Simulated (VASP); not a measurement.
Set up this calculation in VASP 6.6.1, as the native input.

| Item | Value |
| --- | --- |
| Task | single point |
| Functional | PBE |
| Potentials or basis | VASP PAW PBE potentials, release 64 (Zn, Ga_d, O) |
| Cutoff | 520 eV |
| k mesh | 8 × 8 × 4 |
| Occupations | gaussian, width 0.1 eV |
| Spin | no spin polarisation |
| Dipole correction | no |
| Further INCAR settings | ALGO = Normal; EDIFF = 1e-06; NBANDS = 47 |

The structure of ZnGa4O2 lies in POSCAR:

```
ZnGa4O2
1.0
    3.6076948182      0.0000000000      0.0000000000
    0.0000000000      3.6076948182      0.0000000000
    0.0000000000      0.0000000000      8.7746541506
Zn Ga O
1 4 2
Direct
    0.0000000000      0.0000000000      0.5000000000
    0.5000000000      0.0000000000      0.8941337546
    0.0000000000      0.5000000000      0.1058662454
    0.5000000000      0.5000000000      0.6515080051
    0.5000000000      0.5000000000      0.3484919949
    0.0000000000      0.0000000000      0.0000000000
    0.5000000000      0.5000000000      0.0000000000
```

These files were run (other wordings do the same):

INCAR

```
SYSTEM = ZnGa4O2
PREC     = Accurate       ! precision mode
ENCUT    = 520            ! plane-wave cutoff, eV
EDIFF    = 1E-6           ! SCF threshold, eV
ISMEAR   = 0              ! smearing method
SIGMA    = 0.1            ! smearing width, eV
LREAL    = .FALSE.        ! projectors in reciprocal space
LASPH    = .TRUE.         ! aspherical terms in the spheres
NELM     = 100            ! most SCF steps
ALGO     = Normal         ! electronic algorithm
ISIF     = 2              ! what is computed and relaxed
LWAVE    = .FALSE.        ! write WAVECAR
LCHARG   = .FALSE.        ! write CHGCAR
GGA      = PE             ! functional
NBANDS   = 47             ! bands
```

KPOINTS

```
regular mesh
0
G
  8 8 4
  0 0 0
```

Potentials or basis: VASP PAW PBE potentials, release 64 (Zn, Ga_d, O).

Run with:

```console
$ cat potpaw_PBE.64/Zn/POTCAR potpaw_PBE.64/Ga_d/POTCAR potpaw_PBE.64/O/POTCAR > POTCAR
$ mpirun -np 1 vasp_std > vasp.out
```

It gave:

```yaml
Pressure: 0.3 GPa
Largest_force: 0.077 eV/Å
Band_gap_on_the_k_mesh: zero (bands 38 and 39 overlap by 2.86 eV)
```

Wall time 2.4 min on 1 thread of Intel(R) Xeon(R) 6975P-C (Granite Rapids), on a shared host, peak memory 0.34 GiB.
